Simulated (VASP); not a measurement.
# W16F (a cell with a defect) in VASP: single point with PBE+D3(BJ)

Aim: the single point of W16F (a cell with a defect) with PBE+D3(BJ).

Everything below comes from runs of VASP 6.6.1. Logs are shortened: lines on timing, memory, paths and dates and some standing lists are left out, and cuts for length are marked.

## Step 1: The cell of the first run

The cell holds a defect, 17 atoms: a = 6.320 Å, b = 6.320 Å, c = 6.320 Å, α = 90.00°, β = 90.00°, γ = 90.00°.

## Step 2: Single point, PBE+D3(BJ)

INCAR reads:

```
SYSTEM = W16F
PREC = Accurate
ENCUT = 520
EDIFF = 1E-6
ISMEAR = -1
SIGMA = 0.05
LREAL = Auto
LASPH = .True.
NELM = 60
ALGO = Normal
ISIF = 2
LWAVE = .False.
LCHARG = .False.
GGA = PE
IVDW = 12
NBANDS = 130
```

KPOINTS reads:

```
Automatic mesh
0
Gamma
  3 3 3
  0 0 0
```

POSCAR reads:

```
W16F
1.0
    6.3200000000      0.0000000000      0.0000000000
    0.0000000000      6.3200000000      0.0000000000
    0.0000000000      0.0000000000      6.3200000000
W F
16 1
Direct
    0.0000669304      0.0010424051     -0.0000912975
    0.4980243671      0.0010761076     -0.0000927215
    0.0039430380      0.4948897152     -0.0000873418
    0.0281215190      0.0201564873      0.4999093354
    0.2490727848      0.2540984177      0.2450240506
    0.4941596519      0.4949167722     -0.0000857595
    0.4699816456      0.0201514241      0.4999064873
    0.7490719937      0.2518047468      0.2490056962
   -0.0000708861      0.4971993671      0.4999117089
    0.2490175633      0.7479390823      0.2488849684
    0.2490707278      0.2541034810      0.7547979430
    0.4981257911      0.4971996835      0.4999147152
    0.7490265823      0.7288318038      0.2208503165
    0.7490705696      0.2518053797      0.7508106013
    0.2490175633      0.7479444620      0.7509359177
    0.7490268987      0.7288329114      0.7789704114
    0.7490927215     -0.1254530063      0.4999137658
```

Potentials or basis: VASP PAW PBE potentials, release 64 (W_sv, F).

Launch:

```sh
cat potpaw_PBE.64/W_sv/POTCAR potpaw_PBE.64/F/POTCAR > POTCAR
mpirun -np 1 vasp_std > vasp.out
```

OUTCAR:

```text
SYSTEM = W16F
   PREC = Accurate
   ENCUT = 520
   EDIFF = 1E-6
   ISMEAR = -1
   LREAL = Auto
   LASPH = .True.
   NELM = 60
   ISIF = 2
   GGA = PE
   IVDW = 12
 IVDW          = 12

 ion  position               nearest neighbor table
   1  0.000  0.001  1.000-  16 2.73  13 2.73  11 2.73   5 2.73   8 2.74  14 2.74  15 2.74  10 2.74
                             3 3.12   2 3.15   4 3.17   4 3.17   2 3.17   3 3.20
   2  0.498  0.001  1.000-  16 2.73  13 2.73  11 2.73   5 2.73  14 2.74   8 2.74  15 2.74  10 2.74
                             6 3.12   1 3.15   7 3.17   7 3.17   1 3.17   6 3.20
   3  0.004  0.495  1.000-  13 2.59  16 2.59  11 2.67   5 2.67  10 2.73  15 2.73   8 2.73  14 2.73
                             6 3.10   1 3.12   9 3.16   9 3.16   1 3.20   6 3.22
   4  0.028  0.020  0.500-  17 1.99   5 2.59  11 2.59  15 2.73  10 2.73  14 2.79   8 2.79   7 2.79
                             9 3.02  13 3.10  16 3.10   1 3.17   1 3.17   9 3.31
   5  0.249  0.254  0.245-   7 2.59   4 2.59   6 2.67   3 2.67   2 2.73  12 2.73   1 2.73   9 2.73
                            11 3.10  10 3.12   8 3.16   8 3.16  10 3.20  11 3.22
   6  0.494  0.495  1.000-  13 2.59  16 2.59   5 2.67  11 2.67  10 2.73  15 2.73   8 2.73  14 2.73
                             3 3.10   2 3.12  12 3.16  12 3.16   2 3.20   3 3.22
   7  0.470  0.020  0.500-  17 1.99   5 2.59  11 2.59  10 2.73  15 2.73   8 2.79  14 2.79   4 2.79
                            12 3.02  13 3.10  16 3.10   2 3.17   2 3.17  12 3.31
   8  0.749  0.252  0.249-   3 2.73   9 2.73   6 2.73  12 2.73   1 2.74   2 2.74   4 2.79   7 2.79
                            13 3.02  14 3.15   5 3.16   5 3.16  14 3.17  13 3.31
   9  1.000  0.497  0.500-  14 2.73   8 2.73  11 2.73   5 2.73  10 2.74  15 2.74  16 2.79  13 2.79
                             4 3.02  12 3.15   3 3.16   3 3.16  12 3.17   4 3.31
  10  0.249  0.748  0.249-   4 2.73   7 2.73   3 2.73   6 2.73   9 2.74  12 2.74   1 2.74   2 2.74
                             5 3.12  15 3.15  13 3.17  13 3.17  15 3.17   5 3.20
  11  0.249  0.254  0.755-   7 2.59   4 2.59   6 2.67   3 2.67   2 2.73  12 2.73   1 2.73   9 2.73
                             5 3.10  15 3.12  14 3.16  14 3.16  15 3.20   5 3.22
  12  0.498  0.497  0.500-  11 2.73   5 2.73  14 2.73   8 2.73  15 2.74  10 2.74  16 2.79  13 2.79
                             7 3.02   9 3.15   6 3.16   6 3.16   9 3.17   7 3.31
  13  0.749  0.729  0.221-  17 1.99   6 2.59   3 2.59   2 2.73   1 2.73   9 2.79  12 2.79  16 2.79
                             8 3.02   7 3.10   4 3.10  10 3.17  10 3.17   8 3.31
  14  0.749  0.252  0.751-   9 2.73   3 2.73   6 2.73  12 2.73   1 2.74   2 2.74   4 2.79   7 2.79
                            16 3.02   8 3.15  11 3.16  11 3.16   8 3.17  16 3.31
  15  0.249  0.748  0.751-   4 2.73   7 2.73   3 2.73   6 2.73   9 2.74  12 2.74   1 2.74   2 2.74
                            11 3.12  10 3.15  16 3.17  16 3.17  10 3.17  11 3.20
  16  0.749  0.729  0.779-  17 1.99   6 2.59   3 2.59   2 2.73   1 2.73  12 2.79   9 2.79  13 2.79
                            14 3.02   7 3.10   4 3.10  15 3.17  15 3.17  14 3.31
  17  0.749  0.875  0.500-   4 1.99   7 1.99  16 1.99  13 1.99

  LATTYP: Found a simple cubic cell.
 ALAT       =     6.3200000000

  Lattice vectors:

 A1 = (   6.3200000000,   0.0000000000,   0.0000000000)
 A2 = (   0.0000000000,   6.3200000000,   0.0000000000)
 A3 = (   0.0000000000,   0.0000000000,   6.3200000000)

Analysis of symmetry for initial positions (statically):
=====================================================================
 Subroutine PRICEL returns:
 Original cell was already a primitive cell.

 Routine SETGRP: Setting up the symmetry group for a
 simple cubic supercell.

 Subroutine GETGRP returns: Found  1 space group operations
 (whereof  1 operations were pure point group operations)
 out of a pool of 48 trial point group operations.

The static configuration has the point symmetry C_1 .

Analysis of symmetry for dynamics (positions and initial velocities):
=====================================================================
 Subroutine PRICEL returns:
 Original cell was already a primitive cell.

 Routine SETGRP: Setting up the symmetry group for a
 simple cubic supercell.

 Subroutine GETGRP returns: Found  1 space group operations
 (whereof  1 operations were pure point group operations)
 out of a pool of 48 trial point group operations.

The dynamic configuration has the point symmetry C_1 .

 Subroutine INISYM returns: Found  1 space group operations
 (whereof  1 operations are pure point group operations),
 and found     1 'primitive' translations

----------------------------------------------------------------------------------------

                                     Primitive cell

  volume of cell :     252.4360

  direct lattice vectors                    reciprocal lattice vectors
     6.320000000  0.000000000  0.000000000     0.158227848  0.000000000  0.000000000
     0.000000000  6.320000000  0.000000000     0.000000000  0.158227848  0.000000000
     0.000000000  0.000000000  6.320000000     0.000000000  0.000000000  0.158227848

  length of vectors
[... 66 lines left out ...]

 Following reciprocal coordinates:
            Coordinates               Weight
  0.000000  0.000000  0.000000      1.000000
  0.333333  0.000000  0.000000      2.000000
  0.000000  0.333333  0.000000      2.000000
  0.000000  0.000000  0.333333      2.000000
  0.333333  0.333333  0.000000      2.000000
  0.000000  0.333333  0.333333      2.000000
  0.333333  0.000000  0.333333      2.000000
 -0.333333  0.333333  0.000000      2.000000
 -0.333333  0.000000  0.333333      2.000000
  0.000000 -0.333333  0.333333      2.000000
  0.333333  0.333333  0.333333      2.000000
 -0.333333  0.333333  0.333333      2.000000
 -0.333333 -0.333333  0.333333      2.000000
  0.333333 -0.333333  0.333333      2.000000
   k-points           NKPTS =     14   k-points in BZ     NKDIM =     14   number of bands    NBANDS=    130
   number of dos      NEDOS =    301   number of ions     NIONS =     17
   total plane-waves  NPLWV = 110592
   dimension x,y,z NGX =    48 NGY =   48 NGZ =   48
   dimension x,y,z NGXF=    96 NGYF=   96 NGZF=   96
   ions per type =              16   1
   NGX,Y,Z   is equivalent  to a cutoff of  12.63, 12.63, 12.63 a.u.
   NGXF,Y,Z  is equivalent  to a cutoff of  25.25, 25.25, 25.25 a.u.
 SYSTEM =  W16F
   PREC   = accura    normal or accurate (medium, high low for compatibility)
   ISTART =      0    job   : 0-new  1-cont  2-samecut
   ICHARG =      2    charge: 1-file 2-atom 10-const
   ISPIN  =      1    spin polarized calculation?
   LNONCOLLINEAR =      F non collinear calculations
   LSORBIT =      F    spin-orbit coupling
   LASPH  =      T    aspherical Exc in radial PAW
   ENCUT  =  520.0 eV  38.22 Ry    6.18 a.u.  11.75 11.75 11.75*2*pi/ulx,y,z
   NELM   =     60;   NELMIN=  2; NELMDL= -5     # of ELM steps
   EDIFF  = 0.1E-05   stopping-criterion for ELM
   LREAL  =      T    real-space projection
   EDIFFG = 0.1E-04   stopping-criterion for IOM
   NSW    =      0    number of steps for IOM
   IBRION =     -1    ionic relax: 0-MD 1-quasi-New 2-CG
   NFREE  =      0    steps in history (QN), initial steepest desc. (CG)
   ISIF   =      2    stress and relaxation
   ISYM   =      2    0-nonsym 1-usesym 2-fastsym
   POTIM  = 0.5000    time-step for ionic-motion
   TEBEG  =    0.0;   TEEND  =   0.0 temperature during run
   PSTRESS=    0.0 pullay stress
   NELECT =     231.0000    total number of electrons
   NUPDOWN=      -1.0000    fix difference up-down
   EMIN   =  10.00;   EMAX   =-10.00  energy-range for DOS
   EFERMI =   0.00;   METHOD = LEGACY
   ISMEAR =    -1;   SIGMA  =   0.05  broadening in eV -4-tet -1-fermi 0-gaus
   EFERMI_NEDOS =   21; number of points for ismear=-14 and -15
   IALGO  =     38    algorithm
   IMIX   =      4    mixing-type and parameters
     AMIX     =   0.40;   BMIX     =  1.00
     AMIX_MAG =   1.60;   BMIX_MAG =  1.00
  volume/ion in A,a.u.               =      14.85       100.21
  Fermi-wavevector in a.u.,A,eV,Ry     =   1.589382  3.003497 34.370175  2.526137
  Thomas-Fermi vector in A             =   2.688240
   LORBIT       =      0    0 simple, 1 ext, 2 COOP (PROOUT), +10 PAW based schemes
   GGA     = PE    functional components
   LHFCALC =     F    Hartree Fock is set to
   AEXX    =    0.0000 exact exchange contribution
   IVDW    =    12    specifies the selected vdW correction
   LEPSILON=     F    determine dielectric tensor
   LRPA    =     F    only Hartree local field effects (RPA)
 non-spin polarized calculation
  energy-cutoff  :      520.00
  volume of cell :      252.44
 maximum number of plane-waves:      6859
   NGX = 23   NGY = 23   NGZ = 23

 number of electron     230.9999990 magnetization

 Free energy of the ion-electron system (eV)
  ---------------------------------------------------
  ext. energy  EPLUGINS =         0.00000000
  ---------------------------------------------------
  free energy    TOTEN  =      -205.14381939 eV

  energy without entropy =     -205.06627470  energy(sigma->0) =     -205.10504704

 E-fermi :  11.8431     XC(G=0): -13.7715

 val. band max:       11.8327888467   @ k =   0.0000   0.0000   0.0000
 cond. band min:      11.8729150823   @ k =   0.0000  -0.3333   0.3333
 fundamental gap:      0.0401262356
 Fermi energy:        11.8431432506

 k-point     1 :       0.0000    0.0000    0.0000
  band No.  band energies     occupation
      1     -62.4012      2.00000
      2     -62.3713      2.00000
      3     -62.3406      2.00000
      4     -62.3402      2.00000
      5     -62.2040      2.00000
      6     -62.1571      2.00000
[... 1809 lines left out ...]
    126      13.7114      0.00000
    127      13.7820      0.00000
 [bands above 127 left out]

------------------------ aborting loop because EDIFF is reached ----------------------------------------

 Edisp (eV)  -11.47230

 E8    (eV) :    -5.8401

  FORCE on cell =-STRESS in cart. coord.  units (eV):
  Direction    XX          YY          ZZ          XY          YZ          ZX
  --------------------------------------------------------------------------------------
  -------------------------------------------------------------------------------------
  Total      22.00850    25.22727    21.98596     0.00681    -0.00089     0.00093
  in kB     139.68500   160.11413   139.54197     0.04325    -0.00563     0.00587
  external pressure =      146.45 kB  Pullay stress =        0.00 kB

 VOLUME and BASIS-vectors are now :
 -----------------------------------------------------------------------------
  energy-cutoff  :      520.00
  volume of cell :      252.44
      direct lattice vectors                 reciprocal lattice vectors
     6.320000000  0.000000000  0.000000000     0.158227848  0.000000000  0.000000000
     0.000000000  6.320000000  0.000000000     0.000000000  0.158227848  0.000000000
     0.000000000  0.000000000  6.320000000     0.000000000  0.000000000  0.158227848

 POSITION                                       TOTAL-FORCE (eV/Angst)
 -----------------------------------------------------------------------------------
      0.00042      0.00659      6.31942         0.005450      0.005761     -0.000033
      3.14751      0.00680      6.31941        -0.004333      0.002018     -0.000009
      0.02492      3.12770      6.31945         0.012840      0.003259     -0.000472
      0.17773      0.12739      3.15943         0.119705      0.059528      0.000444
      1.57414      1.60590      1.54855        -0.003244     -0.002426     -0.016167
      3.12309      3.12787      6.31946        -0.018676     -0.000213     -0.000956
[... 9 lines left out ...]
      4.73385      4.60622      4.92309        -0.000283     -0.055004      0.112547
      4.73427      5.52714      3.15945        -0.000875     -0.000833      0.001057
 -----------------------------------------------------------------------------------
    total drift:                                0.005572      0.003056      0.001050

  FREE ENERGIE OF THE ION-ELECTRON SYSTEM (eV)
  ---------------------------------------------------
  free  energy   TOTEN  =      -216.6161159080 eV

  energy  without entropy=     -216.5385712198  energy(sigma->0) =     -216.57734356
```

Wall time 13 min (1 thread of Intel Xeon Platinum 8259CL at 2.50GHz (Skylake/Cascade Lake), shared host); peak memory 0.5 GiB.

Results:

```yaml
Free_energy: -216.6161 eV
Pressure: 14.6 GPa
Largest_force: 0.134 eV/Å
Band_gap_on_the_k_mesh: zero (an odd number of electrons rules out a gap without spin polarisation)
Dispersion_energy_per_atom: -0.675 eV
```

Forces in eV/Å, atoms in the order of the input:
```
W    0.005  0.006  0.000
W   -0.004  0.002  0.000
W    0.013  0.003  0.000
W    0.120  0.060  0.000
W   -0.003 -0.002 -0.016
W   -0.019  0.000 -0.001
W   -0.113  0.053  0.000
W   -0.002 -0.014  0.003
W   -0.002  0.012  0.000
W    0.003 -0.003 -0.005
W   -0.003 -0.003  0.016
W    0.005  0.014  0.000
W    0.000 -0.054 -0.112
W   -0.002 -0.014 -0.003
W    0.003 -0.003  0.005
W    0.000 -0.055  0.113
F   -0.001 -0.001  0.001
```

Caveat: spin-orbit coupling is left out, which moves the levels of the heavy elements.

The gap in the log of VASP goes by the Fermi energy; the results here count the filled bands.